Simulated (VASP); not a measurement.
# MgTe in VASP: a run that goes wrong, beside a sound one

A flawed run on MgTe and a sound one for comparison.

All numbers are computed with VASP 6.6.1; they aren't measurements. Logs are shortened: lines on timing, memory, paths and dates and some standing lists are left out, and cuts for length are marked.

## Step 1: The cell of the first run

The cell holds a slab with vacuum, 6 atoms: a = 4.571 Å, b = 4.571 Å, c = 23.397 Å, α = 90.00°, β = 90.00°, γ = 120.00°.

## Step 2: A run with an altered input

Contents of INCAR:

```
SYSTEM = MgTe
GGA = PE ; LDIPOL = .True.
IDIPOL = 3 ; DIPOL = 0.5 0.5 0.500
ISMEAR = -5 ; SIGMA = 0.1
LWAVE = .False. ; LCHARG = .False.
ISIF = 0 ; PREC = Accurate
LASPH = .True. ; LREAL = .False.
ALGO = Normal ; EDIFF = 1E-6
NELM = 95 ; GGA_COMPAT = .False.
ENCUT = 260
```

Contents of KPOINTS:

```
Automatic mesh
0
Gamma
  1 1 1
  0 0 0
```

Contents of POSCAR:

```
MgTe
1.0
    4.5707365703      0.0000000000      0.0000000000
   -2.2853682852      3.9583739839      0.0000000000
    0.0000000000      0.0000000000     23.3969792595
Te Mg
3 3
Direct
    0.0000000000      0.0000000000      0.3205542000
    0.3333333300      0.6666666700      0.4800615800
    0.6666666700      0.3333333300      0.6395689500
    0.3333333300      0.6666666700      0.3604310500
    0.6666666700      0.3333333300      0.5199384200
    0.0000000000      0.0000000000      0.6815828300
```

Potentials or basis: VASP PAW PBE potentials, release 64 (Te, Mg).

On the command line:

```
cat potpaw_PBE.64/Te/POTCAR potpaw_PBE.64/Mg/POTCAR > POTCAR
mpirun -np 1 vasp_std > vasp.out
```

OUTCAR:

```text
SYSTEM = MgTe
   GGA = PE
   ISMEAR = -5
   ISIF = 0
   PREC = Accurate
   LASPH = .True.
   LREAL = .False.
   EDIFF = 1E-6
   NELM = 95
   ENCUT = 260

|       ---->  I REFUSE TO CONTINUE WITH THIS SICK JOB ... BYE!!! <----       |
|                                                                             |
 -----------------------------------------------------------------------------
```

On the terminal:

```text
POSCAR found type information on POSCAR TeMg
 POSCAR found :  2 types and       6 ions
[... 17 lines left out ...]

1
```

stdout:

```text
POSCAR found type information on POSCAR TeMg
 POSCAR found :  2 types and       6 ions
 scaLAPACK will be used
 LDA part: xc-table for (Slater+PW92), standard interpolation
 -----------------------------------------------------------------------------
|                                                                             |
|     EEEEEEE  RRRRRR   RRRRRR   OOOOOOO  RRRRRR      ###     ###     ###     |
|     E        R     R  R     R  O     O  R     R     ###     ###     ###     |
|     E        R     R  R     R  O     O  R     R     ###     ###     ###     |
|     EEEEE    RRRRRR   RRRRRR   O     O  RRRRRR       #       #       #      |
|     E        R   R    R   R    O     O  R   R                               |
|     E        R    R   R    R   O     O  R    R      ###     ###     ###     |
|     EEEEEEE  R     R  R     R  OOOOOOO  R     R     ###     ###     ###     |
|                                                                             |
|     IBZKPT: tetrahedron method fails for NKPT<4. NKPT = 1                   |
|                                                                             |
|       ---->  I REFUSE TO CONTINUE WITH THIS SICK JOB ... BYE!!! <----       |
|                                                                             |
 -----------------------------------------------------------------------------

1
```

Run time: 0.3 s. Hardware: 1 thread of AMD EPYC 9R45 (Zen 5), shared host.

The input was rejected before any iteration. What is wrong with the input: tetrahedra on too few k points (ISMEAR = -5; KPAR = left out; k = 1 × 1 × 1).

## Step 3: Single point, PBE (last atom moved by 0.05 Å along z)

Contents of INCAR:

```
SYSTEM = MgTe
GGA = PE ; LDIPOL = .True.
IDIPOL = 3 ; DIPOL = 0.5 0.5 0.500
ISMEAR = 1 ; SIGMA = 0.1
LWAVE = .False. ; LCHARG = .False.
ISIF = 0 ; PREC = Accurate
LASPH = .True. ; LREAL = .False.
ALGO = Normal ; EDIFF = 1E-6
NELM = 120 ; GGA_COMPAT = .False.
ENCUT = 260
```

Contents of KPOINTS:

```
Automatic mesh
0
Gamma
  8 8 1
  0 0 0
```

POSCAR is that of step 2.

Potentials or basis: VASP PAW PBE potentials, release 64 (Te, Mg).

On the command line:

```
cat potpaw_PBE.64/Te/POTCAR potpaw_PBE.64/Mg/POTCAR > POTCAR
mpirun -np 1 vasp_std > vasp.out
```

Run time: 52 s. Hardware: 1 thread of AMD EPYC 9R45 (Zen 5), shared host; peak memory 0.22 GiB.

Results (log left out):

```yaml
Free_energy: -17.3204 eV
Largest_force: 0.919 eV/Å
Band_gap_on_the_k_mesh: zero (bands 12 and 13 overlap by 0.10 eV)
```

Forces on the atoms (eV/Å):
```
Te   0.000  0.000  0.084
Te   0.000  0.000  0.718
Te   0.000  0.000  0.919
Mg   0.000  0.000 -0.518
Mg   0.000  0.000 -0.743
Mg   0.000  0.000 -0.461
```

Levels at points of the mesh, in eV from the Fermi level:
| k point | band 8 | band 9 | band 10 | band 11 | band 12 | band 13 | band 14 | band 15 | band 16 |
| --- | --- | --- | --- | --- | --- | --- | --- | --- | --- |
| (0.00, 0.00, 0.00) | -1.19 | -1.19 | -0.75 | -0.07 | 0.11 | 0.11 | 1.30 | 2.18 | 2.73 |
| (0.50, 0.00, 0.00) | -2.87 | -1.82 | -1.80 | -0.48 | -0.17 | 0.21 | 1.14 | 2.32 | 2.67 |

Caveat: the cell differs from its parent crystal (last atom moved by 0.05 Å along z); spin-orbit coupling is left out, which moves the levels of the heavy elements.
